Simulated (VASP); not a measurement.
# WC (Fm-3m) in VASP: settings compared

WC is run at these levels: r2SCAN, LDA; tasks: single point, relaxation of cell and atoms.

All numbers are computed with VASP 6.6.1; they aren't measurements. Logs are shortened: lines on timing, memory, paths and dates and some standing lists are left out, and cuts for length are marked.

### 1 The cell of the first run

Symmetry: Fm-3m, No. 225, cubic system. The conventional cell has a = 4.385 Å, b = 4.385 Å, c = 4.385 Å, α = 90.00°, β = 90.00°, γ = 90.00°. W (site symmetry m-3m) has 6 C at 2.19 Å within 2.9 Å. Within 2.9 Å of C (site symmetry m-3m) lie 6 W at 2.19 Å.

### 2 Single point, r2SCAN

File POSCAR:

```
WC
1.0
    0.0000000000      2.1926840000      2.1926840000
    2.1926840000      0.0000000000      2.1926840000
    2.1926840000      2.1926840000      0.0000000000
W C
1 1
Direct
    0.0000000000      0.0000000000      0.0000000000
    0.5000000000      0.5000000000      0.5000000000
```

File INCAR.step1:

```
SYSTEM = WC
PREC = Accurate
ENCUT = 520
ISMEAR = -1
SIGMA = 0.05
LREAL = .FALSE.
LASPH = .TRUE.
NELM = 60
NBANDS = 16
GGA = PE
ALGO = Normal
EDIFF = 1E-4
LWAVE = .TRUE.
LCHARG = .FALSE.
```

File INCAR.step2:

```
SYSTEM = WC
PREC = Accurate
ENCUT = 520
EDIFF = 1E-6
ISMEAR = -1
SIGMA = 0.05
LREAL = .FALSE.
LASPH = .TRUE.
NELM = 60
ALGO = Normal
ISIF = 2
LWAVE = .FALSE.
LCHARG = .FALSE.
METAGGA = R2SCAN
LMIXTAU = .TRUE.
NBANDS = 16
ISTART = 1
```

File KPOINTS:

```
regular mesh
0
G
  10 10 10
  0 0 0
```

Potentials or basis: VASP PAW PBE potentials, release 64 (W_sv, C).

Command:

```
$ cat potpaw_PBE.64/W_sv/POTCAR potpaw_PBE.64/C/POTCAR > POTCAR
$ cp INCAR.step1 INCAR
$ mpirun -np 1 vasp_std > vasp.out
$ cp INCAR.step2 INCAR
$ mpirun -np 1 vasp_std > vasp.out
```

OUTCAR:

```text
SYSTEM = WC
   PREC = Accurate
   ENCUT = 520
   EDIFF = 1E-6
   ISMEAR = -1
   LREAL = .FALSE.
   LASPH = .TRUE.
   NELM = 60
   ISIF = 2
   METAGGA = R2SCAN
   ISTART = 1

 ion  position               nearest neighbor table
   1  0.000  0.000  0.000-   2 2.19   2 2.19   2 2.19   2 2.19   2 2.19   2 2.19
   2  0.500  0.500  0.500-   1 2.19   1 2.19   1 2.19   1 2.19   1 2.19   1 2.19

  LATTYP: Found a face centered cubic cell.
 ALAT       =     4.3853680000

  Lattice vectors:

 A1 = (   0.0000000000,   2.1926840000,   2.1926840000)
 A2 = (   2.1926840000,   0.0000000000,   2.1926840000)
 A3 = (   2.1926840000,   2.1926840000,   0.0000000000)

Analysis of symmetry for initial positions (statically):
=====================================================================
 Subroutine PRICEL returns:
 Original cell was already a primitive cell.

 Routine SETGRP: Setting up the symmetry group for a
 face centered cubic supercell.

 Subroutine GETGRP returns: Found 48 space group operations
 (whereof 48 operations were pure point group operations)
 out of a pool of 48 trial point group operations.

The static configuration has the point symmetry O_h .

Analysis of symmetry for dynamics (positions and initial velocities):
=====================================================================
 Subroutine PRICEL returns:
 Original cell was already a primitive cell.

 Routine SETGRP: Setting up the symmetry group for a
 face centered cubic supercell.

 Subroutine GETGRP returns: Found 48 space group operations
 (whereof 48 operations were pure point group operations)
 out of a pool of 48 trial point group operations.

The dynamic configuration has the point symmetry O_h .

 Subroutine INISYM returns: Found 48 space group operations
 (whereof 48 operations are pure point group operations),
 and found     1 'primitive' translations

----------------------------------------------------------------------------------------

                                     Primitive cell

  volume of cell :      21.0842

  direct lattice vectors                    reciprocal lattice vectors
     0.000000000  2.192684000  2.192684000    -0.228031034  0.228031034  0.228031034
     2.192684000  0.000000000  2.192684000     0.228031034 -0.228031034  0.228031034
     2.192684000  2.192684000  0.000000000     0.228031034  0.228031034 -0.228031034

  length of vectors
     3.100923451  3.100923451  3.100923451     0.394961337  0.394961337  0.394961337

  position of ions in fractional coordinates (direct lattice)
     0.000000000  0.000000000  0.000000000
     0.500000000  0.500000000  0.500000000

  ion indices of the primitive-cell ions
   primitive index   ion index
                 1           1
                 2           2

----------------------------------------------------------------------------------------

 KPOINTS: regular mesh

Automatic generation of k-mesh.
 Grid dimensions read from file:
 generate k-points for:   10   10   10

 Generating k-lattice:

  Cartesian coordinates                     Fractional coordinates (reciprocal lattice)
    -0.022803103  0.022803103  0.022803103     0.100000000  0.000000000  0.000000000
     0.022803103 -0.022803103  0.022803103     0.000000000  0.100000000  0.000000000
     0.022803103  0.022803103 -0.022803103     0.000000000  0.000000000  0.100000000

  Length of vectors
     0.039496134  0.039496134  0.039496134

  Shift w.r.t. Gamma in fractional coordinates (k-lattice)
     0.000000000  0.000000000  0.000000000

 Subroutine IBZKPT returns following result:
 ===========================================

 Found     47 irreducible k-points:

 Following reciprocal coordinates:
            Coordinates               Weight
  0.000000  0.000000  0.000000      1.000000
  0.100000  0.000000  0.000000      8.000000
  0.200000  0.000000  0.000000      8.000000
  0.300000  0.000000  0.000000      8.000000
  0.400000  0.000000  0.000000      8.000000
  0.500000  0.000000  0.000000      4.000000
[... 16 lines left out ...]
  0.300000  0.300000  0.000000      6.000000
  0.400000  0.300000  0.000000     24.000000
 [... further k-points ...]
   k-points           NKPTS =     47   k-points in BZ     NKDIM =     47   number of bands    NBANDS=     16
   number of dos      NEDOS =    301   number of ions     NIONS =      2
   total plane-waves  NPLWV =  13824
   dimension x,y,z NGX =    24 NGY =   24 NGZ =   24
   dimension x,y,z NGXF=    48 NGYF=   48 NGZF=   48
   ions per type =               1   1
   NGX,Y,Z   is equivalent  to a cutoff of  12.87, 12.87, 12.87 a.u.
   NGXF,Y,Z  is equivalent  to a cutoff of  25.73, 25.73, 25.73 a.u.
 SYSTEM =  WC
   PREC   = accura    normal or accurate (medium, high low for compatibility)
   ISTART =      1    job   : 0-new  1-cont  2-samecut
   ICHARG =      0    charge: 1-file 2-atom 10-const
   ISPIN  =      1    spin polarized calculation?
   LNONCOLLINEAR =      F non collinear calculations
   LSORBIT =      F    spin-orbit coupling
   LASPH  =      T    aspherical Exc in radial PAW
   ENCUT  =  520.0 eV  38.22 Ry    6.18 a.u.   5.77  5.77  5.77*2*pi/ulx,y,z
   NELM   =     60;   NELMIN=  2; NELMDL=  0     # of ELM steps
   EDIFF  = 0.1E-05   stopping-criterion for ELM
   LREAL  =      F    real-space projection
   EDIFFG = 0.1E-04   stopping-criterion for IOM
   NSW    =      0    number of steps for IOM
   IBRION =     -1    ionic relax: 0-MD 1-quasi-New 2-CG
   NFREE  =      0    steps in history (QN), initial steepest desc. (CG)
   ISIF   =      2    stress and relaxation
   ISYM   =      2    0-nonsym 1-usesym 2-fastsym
   POTIM  = 0.5000    time-step for ionic-motion
   TEBEG  =    0.0;   TEEND  =   0.0 temperature during run
   PSTRESS=    0.0 pullay stress
   NELECT =      18.0000    total number of electrons
   NUPDOWN=      -1.0000    fix difference up-down
   EMIN   =  10.00;   EMAX   =-10.00  energy-range for DOS
   EFERMI =   0.00;   METHOD = LEGACY
   ISMEAR =    -1;   SIGMA  =   0.05  broadening in eV -4-tet -1-fermi 0-gaus
   EFERMI_NEDOS =   21; number of points for ismear=-14 and -15
   IALGO  =     38    algorithm
   IMIX   =      4    mixing-type and parameters
     AMIX     =   0.40;   BMIX     =  1.00
     AMIX_MAG =   1.60;   BMIX_MAG =  1.00
  volume/ion in A,a.u.               =      10.54        71.14
  Fermi-wavevector in a.u.,A,eV,Ry     =   1.553029  2.934800 32.815887  2.411900
  Thomas-Fermi vector in A             =   2.657319
   LORBIT       =      0    0 simple, 1 ext, 2 COOP (PROOUT), +10 PAW based schemes
   METAGGA = R2SCAN    functional components
   LHFCALC =     F    Hartree Fock is set to
   AEXX    =    0.0000 exact exchange contribution
   IVDW    =     0    specifies the selected vdW correction
   LEPSILON=     F    determine dielectric tensor
   LRPA    =     F    only Hartree local field effects (RPA)
 non-spin polarized calculation
  energy-cutoff  :      520.00
  volume of cell :       21.08
 maximum number of plane-waves:       588
   NGX = 11   NGY = 11   NGZ = 11

 number of electron      18.0000001 magnetization

 Free energy of the ion-electron system (eV)
  ---------------------------------------------------
  ext. energy  EPLUGINS =         0.00000000
  ---------------------------------------------------
  free energy    TOTEN  =       -60.64153886 eV

  energy without entropy =      -60.63558693  energy(sigma->0) =      -60.63856290

 E-fermi :  12.4645     XC(G=0): -14.8496

 val. band max:       12.3491017574   @ k =   0.3000   0.2000   0.1000
 cond. band min:      12.5011000556   @ k =  -0.1000   0.1000   0.0000
 fundamental gap:      0.1519982981
 Fermi energy:        12.4645409475

 k-point     1 :       0.0000    0.0000    0.0000
  band No.  band energies     occupation
      1     -65.0499      2.00000
      2     -28.3855      2.00000
      3     -28.3855      2.00000
      4     -28.3855      2.00000
      5      -4.3056      2.00000
      6       9.5665      2.00000
[... 8 lines left out ...]
     15      23.0071      0.00000
     16      36.2325      0.00000

 k-point     2 :       0.1000    0.0000    0.0000
  band No.  band energies     occupation
      1     -65.0460      2.00000
      2     -28.4477      2.00000
      3     -28.3921      2.00000
      4     -28.3921      2.00000
      5      -4.0181      2.00000
      6       8.5855      2.00000
[... 8 lines left out ...]
     15      23.6486      0.00000
     16      33.8121      0.00000

 k-point     3 :       0.2000    0.0000    0.0000
  band No.  band energies     occupation
      1     -65.0356      2.00000
      2     -28.6076      2.00000
      3     -28.4090      2.00000
      4     -28.4090      2.00000
      5      -3.2053      2.00000
      6       6.8193      2.00000
[... 8 lines left out ...]
     15      25.0048      0.00000
     16      31.0307      0.00000

 k-point     4 :       0.3000    0.0000    0.0000
  band No.  band energies     occupation
      1     -65.0228      2.00000
      2     -28.7998      2.00000
      3     -28.4299      2.00000
      4     -28.4299      2.00000
      5      -2.0022      2.00000
      6       4.9686      2.00000
[... 8 lines left out ...]
     15      25.7481      0.00000
     16      28.5436      0.00000

 k-point     5 :       0.4000    0.0000    0.0000
  band No.  band energies     occupation
      1     -65.0124      2.00000
      2     -28.9512      2.00000
      3     -28.4467      2.00000
      4     -28.4467      2.00000
      5      -0.6122      2.00000
      6       3.2553      2.00000
[... 8 lines left out ...]
     15      25.8961      0.00000
     16      25.8961      0.00000

 k-point     6 :       0.5000    0.0000    0.0000
  band No.  band energies     occupation
      1     -65.0084      2.00000
      2     -29.0081      2.00000
      3     -28.4531      2.00000
      4     -28.4531      2.00000
      5       0.3386      2.00000
      6       2.2129      2.00000
[... 8 lines left out ...]
     15      24.7102      0.00000
     16      24.7103      0.00000

 k-point     7 :       0.1000    0.1000    0.0000
  band No.  band energies     occupation
      1     -65.0446      2.00000
      2     -28.4432      2.00000
      3     -28.4068      2.00000
      4     -28.4068      2.00000
      5      -3.9308      2.00000
      6       8.1454      2.00000
[... 8 lines left out ...]
     15      23.8719      0.00000
     16      33.6460      0.00000

 k-point     8 :       0.2000    0.1000    0.0000
  band No.  band energies     occupation
      1     -65.0364      2.00000
      2     -28.5618      2.00000
      3     -28.4304      2.00000
      4     -28.4184      2.00000
      5      -3.3213      2.00000
      6       6.6491      2.00000
[... 8 lines left out ...]
     15      25.0706      0.00000
     16      30.7311      0.00000

 k-point     9 :       0.3000    0.1000    0.0000
  band No.  band energies     occupation
      1     -65.0244      2.00000
      2     -28.7380      2.00000
      3     -28.4538      2.00000
      4     -28.4388      2.00000
      5      -2.3037      2.00000
      6       5.2026      2.00000
[... 8 lines left out ...]
     15      25.7701      0.00000
     16      28.6943      0.00000
[... 172 lines left out ...]
 k-point    19 :       0.5000    0.2000    0.0000
  band No.  band energies     occupation
      1     -65.0036      2.00000
      2     -28.9186      2.00000
      3     -28.5770      2.00000
      4     -28.5065      2.00000
      5      -0.7325      2.00000
      6       3.6905      2.00000
[... 8 lines left out ...]
     15      24.2998      0.00000
     16      27.1353      0.00000

 k-point    20 :      -0.4000    0.2000    0.0000
  band No.  band energies     occupation
      1     -65.0028      2.00000
      2     -28.9221      2.00000
      3     -28.6099      2.00000
      4     -28.4854      2.00000
      5      -0.3908      2.00000
      6       3.3013      2.00000
[... 8 lines left out ...]
     15      25.2628      0.00000
     16      26.3025      0.00000

 k-point    21 :      -0.3000    0.2000    0.0000
  band No.  band energies     occupation
      1     -65.0084      2.00000
      2     -28.8580      2.00000
      3     -28.6071      2.00000
      4     -28.4538      2.00000
      5      -0.8450      2.00000
      6       3.6942      2.00000
[... 8 lines left out ...]
     15      25.4466      0.00000
     16      26.3977      0.00000

 k-point    22 :      -0.2000    0.2000    0.0000
  band No.  band energies     occupation
      1     -65.0183      2.00000
      2     -28.7653      2.00000
      3     -28.5530      2.00000
      4     -28.4236      2.00000
      5      -1.7681      2.00000
      6       4.7130      2.00000
[... 8 lines left out ...]
     15      25.8173      0.00000
     16      26.5692      0.00000

 k-point    23 :       0.3000    0.3000    0.0000
  band No.  band energies     occupation
      1     -65.0137      2.00000
      2     -28.7598      2.00000
      3     -28.5304      2.00000
      4     -28.5304      2.00000
      5      -2.1616      2.00000
      6       4.8542      2.00000
[... 8 lines left out ...]
     15      25.7815      0.00000
     16      28.7437      0.00000

 k-point    24 :       0.4000    0.3000    0.0000
  band No.  band energies     occupation
      1     -65.0054      2.00000
      2     -28.8399      2.00000
      3     -28.5725      2.00000
      4     -28.5538      2.00000
      5      -1.8502      2.00000
      6       4.9945      2.00000
[... 8 lines left out ...]
     15      24.9853      0.00000
     16      28.6095      0.00000

 [... further k-points ...]
[... 5 lines left out ...]
  --------------------------------------------------------------------------------------
  -------------------------------------------------------------------------------------
  Total       -0.4993644     -0.4993644     -0.4993644      0.0000000      0.0000000      0.0000000
  in kB      -37.9463532    -37.9463532    -37.9463532      0.0000000      0.0000000      0.0000000
  external PRESSURE =     -37.9463532 kB  Pullay stress =       0.0000000 kB

 VOLUME and BASIS-vectors are now :
 -----------------------------------------------------------------------------
  energy-cutoff  :      520.00
  volume of cell :       21.08
      direct lattice vectors                 reciprocal lattice vectors
     0.000000000  2.192684000  2.192684000    -0.228031034  0.228031034  0.228031034
     2.192684000  0.000000000  2.192684000     0.228031034 -0.228031034  0.228031034
     2.192684000  2.192684000  0.000000000     0.228031034  0.228031034 -0.228031034

 POSITION                                       TOTAL-FORCE (eV/Angst)
 -----------------------------------------------------------------------------------
      0.00000      0.00000      0.00000         0.000000     -0.000000      0.000000
      2.19268      2.19268      2.19268         0.000000      0.000000     -0.000000
 -----------------------------------------------------------------------------------
    total drift:                                0.000000     -0.000000     -0.000000

  FREE ENERGIE OF THE ION-ELECTRON SYSTEM (eV)
  ---------------------------------------------------
  free  energy   TOTEN  =       -60.6415388625 eV

  energy  without entropy=      -60.6355869338  energy(sigma->0) =      -60.63856290
```

It took 66 s on 1 thread of Intel Xeon Platinum 8259CL at 2.50GHz (Skylake/Cascade Lake), shared host; peak memory 0.15 GiB.

Results:

* Free energy: -60.6415 eV
* Pressure: -3.8 GPa
* Band gap on the k mesh: zero (band 9 reaches 13.50 eV, above the bottom of band 10 at 10.18 eV)

Levels at points of the mesh, in eV from the Fermi level:
```tsv
k point	band 6	band 7	band 8	band 9	band 10	band 11	band 12	band 13
(0.00, 0.00, 0.00)	-2.90	-2.90	-2.90	-1.22	-1.22	-1.22	-1.08	-1.08
(0.50, 0.00, 0.00)	-10.25	-7.00	-7.00	1.04	1.04	2.44	5.30	9.12
(0.50, 0.50, 0.00)	-5.97	-5.94	-2.76	-2.76	0.79	2.29	2.29	5.65
```

Caveat: the PAW data sets were made with another functional, which shifts forces and pressure a little; spin-orbit coupling is left out, which moves the levels of the heavy elements.

(Part 1 of 2 ends here.)
